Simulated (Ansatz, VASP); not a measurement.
**NbInS4 in VASP and in Ansatz**

```
CELL_PARAMETERS angstrom
3.11794 0.00000 0.00000
0.00000 3.11794 0.00000
0.00000 0.00000 13.07373
ATOMIC_POSITIONS crystal
Nb 0.50000 0.50000 0.50000
In 0.00000 0.00000 0.00000
S 0.00000 0.00000 0.61097
S 0.50000 0.50000 0.12871
S 0.50000 0.50000 0.87129
S 0.00000 0.00000 0.38903
```

Change from the starting cell: species swapped into the CeDyC4 type (P4/mmm, No. 123).

Alike in both runs: functional PBE; k mesh 6 × 6 × 2; occupations gaussian, width 0.1 eV; no spin polarisation.

Ansatz relaxed the structure, and its values are those at the end. VASP's run is a single point on that final structure, the one shown.

|  | VASP | Ansatz |
| --- | --- | --- |
| version | VASP 6.6.1 | Ansatz 0.2.0 |
| potentials or method | VASP PAW PBE potentials, release 64 (Nb_sv, In_d, S), cutoff 520 eV | scalar-relativistic, plane waves, PAW |
| valence electrons in the cell | 50 | 50 |

|  | VASP | Ansatz | Ansatz less VASP |
| --- | --- | --- | --- |
| gap on the k mesh at the Fermi level (eV) | none | none | - |
| pressure (GPa) | -0.1 | 0.1 | +0.17 |
| rms of the force components (eV/Å) | 0.008 | 0.002 | -0.0060 |

A gap of «none» marks a metal or a gap that the smearing closes.
